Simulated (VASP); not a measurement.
# BiAs (zincblende type) in VASP: a series of runs

Runs on BiAs (zincblende type). Level: PBE. Tasks: electric field gradients.

All numbers are computed with VASP 6.6.1; they aren't measurements. Logs are shortened: lines on timing, memory, paths and dates and some standing lists are left out, and cuts for length are marked.

## Step 1: The cell of the first run

It takes space group F-43m (No. 216, cubic). The conventional cell has a = 6.706 Å, b = 6.706 Å, c = 6.706 Å, α = 90.00°, β = 90.00°, γ = 90.00°. As (site symmetry -43m) has 4 Bi at 2.90 Å within 3.8 Å. Bi (site symmetry -43m) has 4 As at 2.90 Å within 3.8 Å.

## Step 2: Electric field gradients, PBE

INCAR

```
SYSTEM = BiAs
PREC     = Accurate       ! precision mode
ENCUT    = 520            ! plane-wave cutoff, eV
EDIFF    = 1E-8           ! SCF threshold, eV
ISMEAR   = -1             ! smearing method
SIGMA    = 0.05           ! smearing width, eV
LREAL    = .FALSE.        ! projectors in reciprocal space
LASPH    = .TRUE.         ! aspherical terms in the spheres
NELM     = 100            ! most SCF steps
ALGO     = Normal         ! electronic algorithm
ISIF     = 2              ! what is computed and relaxed
LWAVE    = .FALSE.        ! write WAVECAR
LCHARG   = .FALSE.        ! write CHGCAR
GGA      = PE             ! functional
LEFG     = .TRUE.       
NBANDS   = 17             ! bands
```

KPOINTS

```
regular mesh
0
G
  3 3 3
  0 0 0
```

POSCAR

```
BiAs
1.0
    0.0000000000      3.3531471192      3.3531471192
    3.3531471192      0.0000000000      3.3531471192
    3.3531471192      3.3531471192      0.0000000000
As Bi
1 1
Direct
    0.0000000000      0.0000000000      0.0000000000
    0.2500000000      0.2500000000      0.2500000000
```

Potentials or basis: VASP PAW PBE potentials, release 64 (As, Bi_d).

On the command line:

```sh
cat potpaw_PBE.64/As/POTCAR potpaw_PBE.64/Bi_d/POTCAR > POTCAR
mpirun -np 1 vasp_std > vasp.out
```

OUTCAR:

```text
SYSTEM = BiAs
   PREC = Accurate
   ENCUT = 520
   EDIFF = 1E-8
   ISMEAR = -1
   LREAL = .FALSE.
   LASPH = .TRUE.
   NELM = 100
   ISIF = 2
   GGA = PE

 ion  position               nearest neighbor table
   1  0.000  0.000  0.000-   2 2.90   2 2.90   2 2.90   2 2.90
   2  0.250  0.250  0.250-   1 2.90   1 2.90   1 2.90   1 2.90

  LATTYP: Found a face centered cubic cell.
 ALAT       =     6.7062942384

  Lattice vectors:

 A1 = (   0.0000000000,   3.3531471192,   3.3531471192)
 A2 = (   3.3531471192,   0.0000000000,   3.3531471192)
 A3 = (   3.3531471192,   3.3531471192,   0.0000000000)

Analysis of symmetry for initial positions (statically):
=====================================================================
 Subroutine PRICEL returns:
 Original cell was already a primitive cell.

 Routine SETGRP: Setting up the symmetry group for a
 face centered cubic supercell.

 Subroutine GETGRP returns: Found 24 space group operations
 (whereof 24 operations were pure point group operations)
 out of a pool of 48 trial point group operations.

The static configuration has the point symmetry T_d .

Analysis of symmetry for dynamics (positions and initial velocities):
=====================================================================
 Subroutine PRICEL returns:
 Original cell was already a primitive cell.

 Routine SETGRP: Setting up the symmetry group for a
 face centered cubic supercell.

 Subroutine GETGRP returns: Found 24 space group operations
 (whereof 24 operations were pure point group operations)
 out of a pool of 48 trial point group operations.

The dynamic configuration has the point symmetry T_d .

 Subroutine INISYM returns: Found 24 space group operations
 (whereof 24 operations are pure point group operations),
 and found     1 'primitive' translations

----------------------------------------------------------------------------------------

                                     Primitive cell

  volume of cell :      75.4029

  direct lattice vectors                    reciprocal lattice vectors
     0.000000000  3.353147119  3.353147119    -0.149113648  0.149113648  0.149113648
     3.353147119  0.000000000  3.353147119     0.149113648 -0.149113648  0.149113648
     3.353147119  3.353147119  0.000000000     0.149113648  0.149113648 -0.149113648

  length of vectors
     4.742066133  4.742066133  4.742066133     0.258272415  0.258272415  0.258272415

  position of ions in fractional coordinates (direct lattice)
     0.000000000  0.000000000  0.000000000
     0.250000000  0.250000000  0.250000000

  ion indices of the primitive-cell ions
   primitive index   ion index
                 1           1
                 2           2

----------------------------------------------------------------------------------------

 KPOINTS: regular mesh

Automatic generation of k-mesh.
 Grid dimensions read from file:
 generate k-points for:    3    3    3

 Generating k-lattice:

  Cartesian coordinates                     Fractional coordinates (reciprocal lattice)
    -0.049704549  0.049704549  0.049704549     0.333333333  0.000000000  0.000000000
     0.049704549 -0.049704549  0.049704549     0.000000000  0.333333333  0.000000000
     0.049704549  0.049704549 -0.049704549     0.000000000  0.000000000  0.333333333

  Length of vectors
     0.086090805  0.086090805  0.086090805

  Shift w.r.t. Gamma in fractional coordinates (k-lattice)
     0.000000000  0.000000000  0.000000000

 Subroutine IBZKPT returns following result:
 ===========================================

 Found      4 irreducible k-points:

 Following reciprocal coordinates:
            Coordinates               Weight
  0.000000  0.000000  0.000000      1.000000
  0.333333  0.000000  0.000000      8.000000
  0.333333  0.333333  0.000000      6.000000
 -0.333333  0.333333  0.000000     12.000000
   k-points           NKPTS =      4   k-points in BZ     NKDIM =      4   number of bands    NBANDS=     17
   number of dos      NEDOS =    301   number of ions     NIONS =      2
   total plane-waves  NPLWV =  46656
   dimension x,y,z NGX =    36 NGY =   36 NGZ =   36
   dimension x,y,z NGXF=    72 NGYF=   72 NGZF=   72
   ions per type =               1   1
   NGX,Y,Z   is equivalent  to a cutoff of  12.62, 12.62, 12.62 a.u.
   NGXF,Y,Z  is equivalent  to a cutoff of  25.24, 25.24, 25.24 a.u.
 SYSTEM =  BiAs
   PREC   = accura    normal or accurate (medium, high low for compatibility)
   ISTART =      0    job   : 0-new  1-cont  2-samecut
   ICHARG =      2    charge: 1-file 2-atom 10-const
   ISPIN  =      1    spin polarized calculation?
   LNONCOLLINEAR =      F non collinear calculations
   LSORBIT =      F    spin-orbit coupling
   LASPH  =      T    aspherical Exc in radial PAW
   ENCUT  =  520.0 eV  38.22 Ry    6.18 a.u.   8.82  8.82  8.82*2*pi/ulx,y,z
   NELM   =    100;   NELMIN=  2; NELMDL= -5     # of ELM steps
   EDIFF  = 0.1E-07   stopping-criterion for ELM
   LREAL  =      F    real-space projection
   EDIFFG = 0.1E-06   stopping-criterion for IOM
   NSW    =      0    number of steps for IOM
   IBRION =     -1    ionic relax: 0-MD 1-quasi-New 2-CG
   NFREE  =      0    steps in history (QN), initial steepest desc. (CG)
   ISIF   =      2    stress and relaxation
   ISYM   =      2    0-nonsym 1-usesym 2-fastsym
   POTIM  = 0.5000    time-step for ionic-motion
   TEBEG  =    0.0;   TEEND  =   0.0 temperature during run
   PSTRESS=    0.0 pullay stress
   NELECT =      20.0000    total number of electrons
   NUPDOWN=      -1.0000    fix difference up-down
   EMIN   =  10.00;   EMAX   =-10.00  energy-range for DOS
   EFERMI =   0.00;   METHOD = LEGACY
   ISMEAR =    -1;   SIGMA  =   0.05  broadening in eV -4-tet -1-fermi 0-gaus
   EFERMI_NEDOS =   21; number of points for ismear=-14 and -15
   IALGO  =     38    algorithm
   IMIX   =      4    mixing-type and parameters
     AMIX     =   0.40;   BMIX     =  1.00
     AMIX_MAG =   1.60;   BMIX_MAG =  1.00
  volume/ion in A,a.u.               =      37.70       254.42
  Fermi-wavevector in a.u.,A,eV,Ry     =   1.051854  1.987716 15.053449  1.106397
  Thomas-Fermi vector in A             =   2.186914
   LORBIT       =      0    0 simple, 1 ext, 2 COOP (PROOUT), +10 PAW based schemes
   GGA     = PE    functional components
   LHFCALC =     F    Hartree Fock is set to
   AEXX    =    0.0000 exact exchange contribution
   IVDW    =     0    specifies the selected vdW correction
   LEPSILON=     F    determine dielectric tensor
   LRPA    =     F    only Hartree local field effects (RPA)
 non-spin polarized calculation
  energy-cutoff  :      520.00
  volume of cell :       75.40
 maximum number of plane-waves:      2085
   NGX = 17   NGY = 17   NGZ = 17

 number of electron      20.0000008 magnetization

 Free energy of the ion-electron system (eV)
  ---------------------------------------------------
  ext. energy  EPLUGINS =         0.00000000
  ---------------------------------------------------
  free energy    TOTEN  =        -8.29330895 eV

  energy without entropy =       -8.27558810  energy(sigma->0) =       -8.28444853

 E-fermi :   3.0367     XC(G=0):  -8.2632

 val. band max:        2.9251217283   @ k =   0.3333   0.3333   0.0000
 cond. band min:       3.1373503694   @ k =   0.3333   0.3333   0.0000
 fundamental gap:      0.2122286411
 Fermi energy:         3.0367233799

 k-point     1 :       0.0000    0.0000    0.0000
  band No.  band energies     occupation
      1     -19.6341      2.00000
      2     -19.6341      2.00000
      3     -19.6341      2.00000
      4     -19.6154      2.00000
      5     -19.6154      2.00000
      6      -9.4728      2.00000
      7      -3.6341      2.00000
      8       1.8176      2.00000
      9       1.8176      2.00000
     10       1.8176      2.00000
     11       4.3217      0.00000
     12       4.3217      0.00000
     13       4.3217      0.00000
     14       7.3355      0.00000
     15      10.9320      0.00000
     16      10.9320      0.00000
     17      11.7785      0.00000

 k-point     2 :       0.3333    0.0000    0.0000
  band No.  band energies     occupation
      1     -19.6355      2.00000
      2     -19.6310      2.00000
      3     -19.6310      2.00000
      4     -19.6148      2.00000
      5     -19.6148      2.00000
      6      -8.7739      2.00000
      7      -5.2847      2.00000
      8       1.0959      2.00000
      9       1.1510      2.00000
     10       1.1510      2.00000
     11       5.2466      0.00000
     12       5.2466      0.00000
     13       6.1739      0.00000
     14       9.1493      0.00000
     15      10.3163      0.00000
     16      10.3163      0.00000
     17      11.5330      0.00000

 k-point     3 :       0.3333    0.3333    0.0000
  band No.  band energies     occupation
      1     -19.6400      2.00000
      2     -19.6275      2.00000
      3     -19.6275      2.00000
      4     -19.6172      2.00000
      5     -19.6132      2.00000
      6      -8.4522      2.00000
      7      -5.7638      2.00000
      8       0.3727      2.00000
      9       0.3727      2.00000
     10       2.9251      1.80618
     11       3.1374      0.23579
     12       6.9905      0.00000
     13       6.9905      0.00000
     14       8.4318      0.00000
     15      11.0787      0.00000
     16      12.0120      0.00000
     17      14.1184      0.00000

 k-point     4 :      -0.3333    0.3333    0.0000
  band No.  band energies     occupation
      1     -19.6376      2.00000
      2     -19.6285      2.00000
      3     -19.6274      2.00000
      4     -19.6159      2.00000
      5     -19.6141      2.00000
      6      -7.8765      2.00000
      7      -6.5421      2.00000
      8      -0.5388      2.00000
      9       0.5152      2.00000
     10       2.8094      1.97902
     11       5.2062      0.00000
     12       6.5323      0.00000
     13       6.6415      0.00000
     14       8.6484      0.00000
     15      10.4373      0.00000
     16      11.6452      0.00000
     17      13.2583      0.00000

------------------------ aborting loop because EDIFF is reached ----------------------------------------

  FORCE on cell =-STRESS in cart. coord.  units (eV):
  Direction    XX          YY          ZZ          XY          YZ          ZX
  --------------------------------------------------------------------------------------
  -------------------------------------------------------------------------------------
  Total       -0.5811566     -0.5811566     -0.5811566      0.0000000     -0.0000000      0.0000000
  in kB      -12.3485499    -12.3485499    -12.3485499      0.0000000     -0.0000000      0.0000000
  external PRESSURE =     -12.3485499 kB  Pullay stress =       0.0000000 kB

 VOLUME and BASIS-vectors are now :
 -----------------------------------------------------------------------------
  energy-cutoff  :      520.00
  volume of cell :       75.40
      direct lattice vectors                 reciprocal lattice vectors
     0.000000000  3.353147119  3.353147119    -0.149113648  0.149113648  0.149113648
     3.353147119  0.000000000  3.353147119     0.149113648 -0.149113648  0.149113648
     3.353147119  3.353147119  0.000000000     0.149113648  0.149113648 -0.149113648

 POSITION                                       TOTAL-FORCE (eV/Angst)
 -----------------------------------------------------------------------------------
      0.00000      0.00000      0.00000         0.000000      0.000000      0.000000
      1.67657      1.67657      1.67657        -0.000000     -0.000000     -0.000000
 -----------------------------------------------------------------------------------
    total drift:                                0.000000      0.000000      0.000000

  FREE ENERGIE OF THE ION-ELECTRON SYSTEM (eV)
  ---------------------------------------------------
  free  energy   TOTEN  =        -8.2933089469 eV

  energy  without entropy=       -8.2755881038  energy(sigma->0) =       -8.28444853

 Electric field gradients (V/A^2)
---------------------------------------------------------------------
 ion       V_xx      V_yy      V_zz      V_xy      V_xz      V_yz
---------------------------------------------------------------------
   1      -0.000     0.000     0.000     0.000     0.000     0.000
   2       0.000    -0.000    -0.000     0.002     0.002     0.002
---------------------------------------------------------------------

 Electric field gradients after diagonalization (V/A^2)
 (convention: |V_zz| > |V_xx| > |V_yy|)
----------------------------------------------------------------------
 ion       V_xx      V_yy      V_zz     asymmetry (V_yy - V_xx)/ V_zz
----------------------------------------------------------------------
   1      -0.000    -0.000     0.000       0.000
   2      -0.002    -0.002     0.004       0.000
----------------------------------------------------------------------

           NMR quadrupolar parameters

 Cq : quadrupolar parameter    Cq=e*Q*V_zz/h
 eta: asymmetry parameters     (V_yy - V_xx)/ V_zz
 Q  : nuclear electric quadrupole moment in mb (millibarn)
----------------------------------------------------------------------
 ion       Cq(MHz)       eta       Q (mb)
----------------------------------------------------------------------
   1       0.000       0.000       1.000
   2       0.000       0.000       1.000
----------------------------------------------------------------------
```

Run time: 5.9 s. Hardware: 1 thread of AMD EPYC 9R45 (Zen 5), shared host; peak memory 0.17 GiB.

Results:

| Quantity | Value |
| --- | --- |
| Free energy | -8.2933 eV |
| Pressure | -1.2 GPa |
| Band gap on the k mesh | 0.21 eV |
| Largest electric field gradient by atom | under 0.05 V/Å² on every atom |

Levels at points of the mesh, in eV from the valence-band top:
```csv
k point,band 7,band 8,band 9,band 10,band 11,band 12,band 13,band 14
"(0.00, 0.00, 0.00)",-6.56,-1.11,-1.11,-1.11,1.40,1.40,1.40,4.41
```

Caveat: the k points lie up to 0.54 Å⁻¹ apart; spin-orbit coupling is left out, which moves the levels of the heavy elements; an odd mesh through Γ misses points on the zone boundary, where band edges can lie.

[end of part 1 of 2]

The gap in the log of VASP goes by the Fermi energy; the results here count the filled bands.